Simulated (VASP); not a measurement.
# CsSnI3 (Pm-3m) in VASP: notebook

CsSnI3 is run at these levels: PBEsol+D3(BJ); tasks: single point, relaxation of cell and atoms.

Program: VASP 6.6.1. These are calculated values, not measurements. Logs are shortened: lines on timing, memory, paths and dates and some standing lists are left out, and cuts for length are marked.

**1. The cell of the first run**

The structure is cubic, space group Pm-3m (No. 221). The conventional cell has a = 6.206 Å, b = 6.206 Å, c = 6.206 Å, α = 90.00°, β = 90.00°, γ = 90.00°. Within 5.8 Å of Cs (site symmetry m-3m) lie 12 I at 4.39 Å and 8 Sn at 5.37 Å. Within 4.1 Å of I (site symmetry 4/mmm) lie 2 Sn at 3.10 Å. Sn (site symmetry m-3m) has 6 I at 3.10 Å within 4.1 Å.

**2. Single point, PBEsol+D3(BJ)**

INCAR

```
SYSTEM = CsSnI3
ALGO     = Normal         ! electronic algorithm
EDIFF    = 1E-6           ! SCF threshold, eV
ENCUT    = 500            ! plane-wave cutoff, eV
GGA      = PS             ! functional
GGA_COMPAT= .False.      
ISIF     = 2              ! what is computed and relaxed
ISMEAR   = -1             ! smearing method
IVDW     = 12             ! dispersion correction
LASPH    = .True.         ! aspherical terms in the spheres
LCHARG   = .False.        ! write CHGCAR
LREAL    = .False.        ! projectors in reciprocal space
LWAVE    = .False.        ! write WAVECAR
NBANDS   = 30             ! bands
NELM     = 120            ! most SCF steps
PREC     = Accurate       ! precision mode
SIGMA    = 0.05           ! smearing width, eV
```

KPOINTS

```
k-points
0
Gamma
  5 5 5
  0 0 0
```

POSCAR

```
CsSnI3
1.0
    6.2057000000      0.0000000000      0.0000000000
    0.0000000000      6.2057000000      0.0000000000
    0.0000000000      0.0000000000      6.2057000000
Cs I Sn
1 3 1
Direct
    0.0000000000      0.0000000000      0.0000000000
    0.5000000000      0.5000000000      0.0000000000
    0.5000000000      0.0000000000      0.5000000000
    0.0000000000      0.5000000000      0.5000000000
    0.5000000000      0.5000000000      0.5000000000
```

Potentials or basis: VASP PAW PBE potentials, release 64 (Cs_sv, I, Sn_d).

Run with:

```
$ cat potpaw_PBE.64/Cs_sv/POTCAR potpaw_PBE.64/I/POTCAR potpaw_PBE.64/Sn_d/POTCAR > POTCAR
$ mpirun -np 1 vasp_std > vasp.out
```

OUTCAR:

```text
SYSTEM = CsSnI3
   EDIFF = 1E-6
   ENCUT = 500
   GGA = PS
   ISIF = 2
   ISMEAR = -1
   IVDW = 12
   LASPH = .True.
   LREAL = .False.
   NELM = 120
   PREC = Accurate
 IVDW          = 12

 ion  position               nearest neighbor table
   1  0.000  0.000  0.000-
   2  0.500  0.500  0.000-   5 3.10   5 3.10
   3  0.500  0.000  0.500-   5 3.10   5 3.10
   4  0.000  0.500  0.500-   5 3.10   5 3.10
   5  0.500  0.500  0.500-   2 3.10   3 3.10   4 3.10   2 3.10   3 3.10   4 3.10

  LATTYP: Found a simple cubic cell.
 ALAT       =     6.2057000000

  Lattice vectors:

 A1 = (   6.2057000000,   0.0000000000,   0.0000000000)
 A2 = (   0.0000000000,   6.2057000000,   0.0000000000)
 A3 = (   0.0000000000,   0.0000000000,   6.2057000000)

Analysis of symmetry for initial positions (statically):
=====================================================================
 Subroutine PRICEL returns:
 Original cell was already a primitive cell.

 Routine SETGRP: Setting up the symmetry group for a
 simple cubic supercell.

 Subroutine GETGRP returns: Found 48 space group operations
 (whereof 48 operations were pure point group operations)
 out of a pool of 48 trial point group operations.

The static configuration has the point symmetry O_h .

Analysis of symmetry for dynamics (positions and initial velocities):
=====================================================================
 Subroutine PRICEL returns:
 Original cell was already a primitive cell.

 Routine SETGRP: Setting up the symmetry group for a
 simple cubic supercell.

 Subroutine GETGRP returns: Found 48 space group operations
 (whereof 48 operations were pure point group operations)
 out of a pool of 48 trial point group operations.

The dynamic configuration has the point symmetry O_h .

 Subroutine INISYM returns: Found 48 space group operations
 (whereof 48 operations are pure point group operations),
 and found     1 'primitive' translations

----------------------------------------------------------------------------------------

                                     Primitive cell

  volume of cell :     238.9859

  direct lattice vectors                    reciprocal lattice vectors
     6.205700000  0.000000000  0.000000000     0.161142176  0.000000000  0.000000000
     0.000000000  6.205700000  0.000000000     0.000000000  0.161142176  0.000000000
     0.000000000  0.000000000  6.205700000     0.000000000  0.000000000  0.161142176

  length of vectors
     6.205700000  6.205700000  6.205700000     0.161142176  0.161142176  0.161142176

  position of ions in fractional coordinates (direct lattice)
     0.000000000  0.000000000  0.000000000
     0.500000000  0.500000000  0.000000000
     0.500000000  0.000000000  0.500000000
     0.000000000  0.500000000  0.500000000
     0.500000000  0.500000000  0.500000000

  ion indices of the primitive-cell ions
   primitive index   ion index
                 1           1
                 2           2
                 3           3
                 4           4
                 5           5

----------------------------------------------------------------------------------------

 KPOINTS: k-points

Automatic generation of k-mesh.
 Grid dimensions read from file:
 generate k-points for:    5    5    5

 Generating k-lattice:

  Cartesian coordinates                     Fractional coordinates (reciprocal lattice)
     0.032228435  0.000000000  0.000000000     0.200000000  0.000000000  0.000000000
     0.000000000  0.032228435  0.000000000     0.000000000  0.200000000  0.000000000
     0.000000000  0.000000000  0.032228435     0.000000000  0.000000000  0.200000000

  Length of vectors
     0.032228435  0.032228435  0.032228435

  Shift w.r.t. Gamma in fractional coordinates (k-lattice)
     0.000000000  0.000000000  0.000000000

 Subroutine IBZKPT returns following result:
 ===========================================

 Found     10 irreducible k-points:

 Following reciprocal coordinates:
            Coordinates               Weight
  0.000000  0.000000  0.000000      1.000000
  0.200000  0.000000  0.000000      6.000000
  0.400000  0.000000  0.000000      6.000000
  0.200000  0.200000  0.000000     12.000000
  0.400000  0.200000  0.000000     24.000000
  0.400000  0.400000  0.000000     12.000000
  0.200000  0.200000  0.200000      8.000000
  0.400000  0.200000  0.200000     24.000000
  0.400000  0.400000  0.200000     24.000000
  0.400000  0.400000  0.400000      8.000000
   k-points           NKPTS =     10   k-points in BZ     NKDIM =     10   number of bands    NBANDS=     30
   number of dos      NEDOS =    301   number of ions     NIONS =      5
   total plane-waves  NPLWV = 110592
   dimension x,y,z NGX =    48 NGY =   48 NGZ =   48
   dimension x,y,z NGXF=    96 NGYF=   96 NGZF=   96
   ions per type =               1   3   1
   NGX,Y,Z   is equivalent  to a cutoff of  12.86, 12.86, 12.86 a.u.
   NGXF,Y,Z  is equivalent  to a cutoff of  25.72, 25.72, 25.72 a.u.
 SYSTEM =  CsSnI3
   PREC   = accura    normal or accurate (medium, high low for compatibility)
   ISTART =      0    job   : 0-new  1-cont  2-samecut
   ICHARG =      2    charge: 1-file 2-atom 10-const
   ISPIN  =      1    spin polarized calculation?
   LNONCOLLINEAR =      F non collinear calculations
   LSORBIT =      F    spin-orbit coupling
   LASPH  =      T    aspherical Exc in radial PAW
   ENCUT  =  500.0 eV  36.75 Ry    6.06 a.u.  11.31 11.31 11.31*2*pi/ulx,y,z
   NELM   =    120;   NELMIN=  2; NELMDL= -5     # of ELM steps
   EDIFF  = 0.1E-05   stopping-criterion for ELM
   LREAL  =      F    real-space projection
   EDIFFG = 0.1E-04   stopping-criterion for IOM
   NSW    =      0    number of steps for IOM
   IBRION =     -1    ionic relax: 0-MD 1-quasi-New 2-CG
   NFREE  =      0    steps in history (QN), initial steepest desc. (CG)
   ISIF   =      2    stress and relaxation
   ISYM   =      2    0-nonsym 1-usesym 2-fastsym
   POTIM  = 0.5000    time-step for ionic-motion
   TEBEG  =    0.0;   TEEND  =   0.0 temperature during run
   PSTRESS=    0.0 pullay stress
   NELECT =      44.0000    total number of electrons
   NUPDOWN=      -1.0000    fix difference up-down
   EMIN   =  10.00;   EMAX   =-10.00  energy-range for DOS
   EFERMI =   0.00;   METHOD = LEGACY
   ISMEAR =    -1;   SIGMA  =   0.05  broadening in eV -4-tet -1-fermi 0-gaus
   EFERMI_NEDOS =   21; number of points for ismear=-14 and -15
   IALGO  =     38    algorithm
   IMIX   =      4    mixing-type and parameters
     AMIX     =   0.40;   BMIX     =  1.00
     AMIX_MAG =   1.60;   BMIX_MAG =  1.00
  volume/ion in A,a.u.               =      47.80       322.55
  Fermi-wavevector in a.u.,A,eV,Ry     =   0.931326  1.759950 11.801253  0.867368
  Thomas-Fermi vector in A             =   2.057807
   LORBIT       =      0    0 simple, 1 ext, 2 COOP (PROOUT), +10 PAW based schemes
   GGA     = PS    functional components
   LHFCALC =     F    Hartree Fock is set to
   AEXX    =    0.0000 exact exchange contribution
   IVDW    =    12    specifies the selected vdW correction
   LEPSILON=     F    determine dielectric tensor
   LRPA    =     F    only Hartree local field effects (RPA)
 non-spin polarized calculation
  energy-cutoff  :      500.00
  volume of cell :      238.99
 maximum number of plane-waves:      6083
 NGX is ok and might be reduce to    48
   NGX = 23   NGY = 23   NGZ = 23

 number of electron      43.9999983 magnetization

 Free energy of the ion-electron system (eV)
  ---------------------------------------------------
  ext. energy  EPLUGINS =         0.00000000
  ---------------------------------------------------
  free energy    TOTEN  =       -15.10619558 eV

  energy without entropy =      -15.10619557  energy(sigma->0) =      -15.10619557

 E-fermi :   2.6877     XC(G=0):  -7.6893

 val. band max:        1.8437755795   @ k =   0.4000   0.4000   0.4000
 cond. band min:       3.5665347134   @ k =   0.4000   0.4000   0.4000
 fundamental gap:      1.7227591339
 Fermi energy:         2.6877066291

 k-point     1 :       0.0000    0.0000    0.0000
  band No.  band energies     occupation
      1     -19.5017      2.00000
      2     -19.2046      2.00000
      3     -19.2046      2.00000
      4     -19.1827      2.00000
      5     -19.1827      2.00000
      6     -19.1827      2.00000
[... 22 lines left out ...]
     29       7.4468      0.00000
     30       7.4468      0.00000

 k-point     2 :       0.2000    0.0000    0.0000
  band No.  band energies     occupation
      1     -19.5016      2.00000
      2     -19.2046      2.00000
      3     -19.2040      2.00000
      4     -19.1827      2.00000
      5     -19.1827      2.00000
      6     -19.1827      2.00000
[... 22 lines left out ...]
     29       6.4697      0.00000
     30       7.3681      0.00000

 k-point     3 :       0.4000    0.0000    0.0000
  band No.  band energies     occupation
      1     -19.5014      2.00000
      2     -19.2046      2.00000
      3     -19.2031      2.00000
      4     -19.1828      2.00000
      5     -19.1828      2.00000
      6     -19.1826      2.00000
[... 22 lines left out ...]
     29       7.0307      0.00000
     30       7.2989      0.00000

 k-point     4 :       0.2000    0.2000    0.0000
  band No.  band energies     occupation
      1     -19.5015      2.00000
      2     -19.2043      2.00000
      3     -19.2037      2.00000
      4     -19.1828      2.00000
      5     -19.1827      2.00000
      6     -19.1827      2.00000
[... 22 lines left out ...]
     29       6.6442      0.00000
     30       7.0730      0.00000

 k-point     5 :       0.4000    0.2000    0.0000
  band No.  band energies     occupation
      1     -19.5012      2.00000
      2     -19.2042      2.00000
      3     -19.2029      2.00000
      4     -19.1829      2.00000
      5     -19.1828      2.00000
      6     -19.1827      2.00000
[... 22 lines left out ...]
     29       7.0849      0.00000
     30       7.4687      0.00000

 k-point     6 :       0.4000    0.4000    0.0000
  band No.  band energies     occupation
      1     -19.5010      2.00000
      2     -19.2038      2.00000
      3     -19.2023      2.00000
      4     -19.1829      2.00000
      5     -19.1828      2.00000
      6     -19.1828      2.00000
[... 22 lines left out ...]
     29       7.4994      0.00000
     30       7.5874      0.00000

 k-point     7 :       0.2000    0.2000    0.2000
  band No.  band energies     occupation
      1     -19.5013      2.00000
      2     -19.2037      2.00000
      3     -19.2037      2.00000
      4     -19.1828      2.00000
      5     -19.1828      2.00000
      6     -19.1828      2.00000
[... 22 lines left out ...]
     29       7.1094      0.00000
     30       7.2141      0.00000

 k-point     8 :       0.4000    0.2000    0.2000
  band No.  band energies     occupation
      1     -19.5011      2.00000
      2     -19.2037      2.00000
      3     -19.2028      2.00000
      4     -19.1829      2.00000
      5     -19.1829      2.00000
      6     -19.1828      2.00000
[... 22 lines left out ...]
     29       7.3754      0.00000
     30       7.6791      0.00000

 k-point     9 :       0.4000    0.4000    0.2000
  band No.  band energies     occupation
      1     -19.5009      2.00000
      2     -19.2033      2.00000
      3     -19.2023      2.00000
      4     -19.1829      2.00000
      5     -19.1829      2.00000
      6     -19.1829      2.00000
[... 22 lines left out ...]
     29       7.1523      0.00000
     30       7.6139      0.00000

 k-point    10 :       0.4000    0.4000    0.4000
  band No.  band energies     occupation
      1     -19.5007      2.00000
      2     -19.2023      2.00000
      3     -19.2023      2.00000
      4     -19.1830      2.00000
      5     -19.1830      2.00000
      6     -19.1829      2.00000
[... 22 lines left out ...]
     29       6.8438      0.00000
     30       7.8776      0.00000

------------------------ aborting loop because EDIFF is reached ----------------------------------------

 Edisp (eV)   -1.24038

 E8    (eV) :    -0.8745

  FORCE on cell =-STRESS in cart. coord.  units (eV):
  Direction    XX          YY          ZZ          XY          YZ          ZX
  --------------------------------------------------------------------------------------
  -------------------------------------------------------------------------------------
  Total      -2.24548    -2.24548    -2.24548     0.00000     0.00000     0.00000
  in kB     -15.05384   -15.05384   -15.05384     0.00000     0.00000     0.00000
  external pressure =      -15.05 kB  Pullay stress =        0.00 kB

 VOLUME and BASIS-vectors are now :
 -----------------------------------------------------------------------------
  energy-cutoff  :      500.00
  volume of cell :      238.99
      direct lattice vectors                 reciprocal lattice vectors
     6.205700000  0.000000000  0.000000000     0.161142176  0.000000000  0.000000000
     0.000000000  6.205700000  0.000000000     0.000000000  0.161142176  0.000000000
     0.000000000  0.000000000  6.205700000     0.000000000  0.000000000  0.161142176

 POSITION                                       TOTAL-FORCE (eV/Angst)
 -----------------------------------------------------------------------------------
      0.00000      0.00000      0.00000         0.000000      0.000000      0.000000
      3.10285      3.10285      0.00000         0.000000      0.000000      0.000000
      3.10285      0.00000      3.10285         0.000000      0.000000      0.000000
      0.00000      3.10285      3.10285         0.000000      0.000000      0.000000
      3.10285      3.10285      3.10285         0.000000      0.000000      0.000000
 -----------------------------------------------------------------------------------
    total drift:                                0.000000     -0.000000     -0.000000

  FREE ENERGIE OF THE ION-ELECTRON SYSTEM (eV)
  ---------------------------------------------------
  free  energy   TOTEN  =       -16.3465776830 eV

  energy  without entropy=      -16.3465776719  energy(sigma->0) =      -16.34657768
```

Wall time 48 s (1 thread of Intel Xeon Platinum 8488C (Sapphire Rapids), shared host); peak memory 0.36 GiB.

What came out:

| Quantity | Value |
| --- | --- |
| Free energy | -16.3466 eV |
| Pressure | -1.5 GPa |
| Band gap on the k mesh | 1.72 eV, direct |
| Dispersion energy per atom | -0.248 eV |

Caveat: three body term missing; the PAW data sets were made with another functional, which shifts forces and pressure a little; spin-orbit coupling is left out, which moves the levels of the heavy elements. A k mesh can miss the band edges.

(Continued in part 2 of 2.)
